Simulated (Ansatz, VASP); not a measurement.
**Two plane-wave programs on CuI**

File POSCAR:

```
CuI
1.0
    0.0000000000      3.0120427040      3.0120427040
    3.0120427040      0.0000000000      3.0120427040
    3.0120427040      3.0120427040      0.0000000000
Cu I
1 1
Direct
    0.2500000000      0.2500000000      0.2500000000
    0.0000000000      0.0000000000      0.0000000000
```

File INCAR.step1:

```
SYSTEM = CuI
ALGO = Normal ; EDIFF = 1E-4
ENCUT = 520 ; GGA = PE
ISMEAR = 0 ; LASPH = .True.
LCHARG = .False. ; LREAL = .False.
LWAVE = .True. ; NBANDS = 16
NELM = 100 ; PREC = Accurate
SIGMA = 0.01
```

File INCAR.step2:

```
SYSTEM = CuI
ALGO = Normal ; EDIFF = 1E-6
ENCUT = 520 ; ISIF = 2
ISMEAR = 0 ; ISTART = 1
LASPH = .True. ; LCHARG = .False.
LMIXTAU = .True. ; LREAL = .False.
LWAVE = .False. ; METAGGA = R2SCAN
NBANDS = 16 ; NELM = 100
PREC = Accurate ; SIGMA = 0.01
```

File KPOINTS:

```
k-points
0
Gamma
  8 8 8
  0 0 0
```

Input for Ansatz:

```yaml
crystal:
  lattice:
    - [0.0, 3.012042704, 3.012042704]
    - [3.012042704, 0.0, 3.012042704]
    - [3.012042704, 3.012042704, 0.0]
  atoms:
    - { symbol: Cu, position: [0.25, 0.25, 0.25] }
    - { symbol: I, position: [0.0, 0.0, 0.0] }
kpoints:
  mp_grid: { grid: [8, 8, 8] }
  band_path:
    path:
      - [0.0, 0.0, 0.0]
      - [-0.5, -0.5, 0.0]
      - [-0.375, -0.375, 0.25]
      - [-0.375, 0.0, 0.375]
      - [0.0, 0.0, 0.5]
      - [-0.5, -0.25, 0.25]
    npoints: 1
hamiltonian:
  xc: r2scan
scf:
  occupations: { method: fixed }
  n_extra_bands: 4
output:
  forces: true
  stress: true
  eigenvalues: true
  write_density: true
  write_potential: true
  elf: true
  volumetric_format: npy
```

Alike in both runs: task single point; functional r2SCAN; k mesh 8 × 8 × 8; no spin polarisation.

|  | VASP | Ansatz |
| --- | --- | --- |
| version | VASP 6.6.1 | Ansatz 0.2.0 |
| potentials or method | VASP PAW PBE potentials, release 64 (Cu, I) | plane waves, PAW |
| plane-wave cutoff (eV) | 520 | 500 |
| occupations | gaussian, width 0.01 eV | fixed |
| valence electrons in the cell | 18 | 36 |

VASP gave:

- gap on the k mesh at the Fermi level (eV): 1.67
- pressure (GPa): -0.1

What did Ansatz give for the same quantities?

gap on the k mesh at the Fermi level (eV): 1.67; pressure (GPa): 0.0.

VASP's potentials were made for PBE, not for r2SCAN. VASP's potentials hold 18 valence electrons a cell and Ansatz's 36, so a difference there can come from the potentials and not from the codes.

Neither program's run includes spin-orbit coupling.
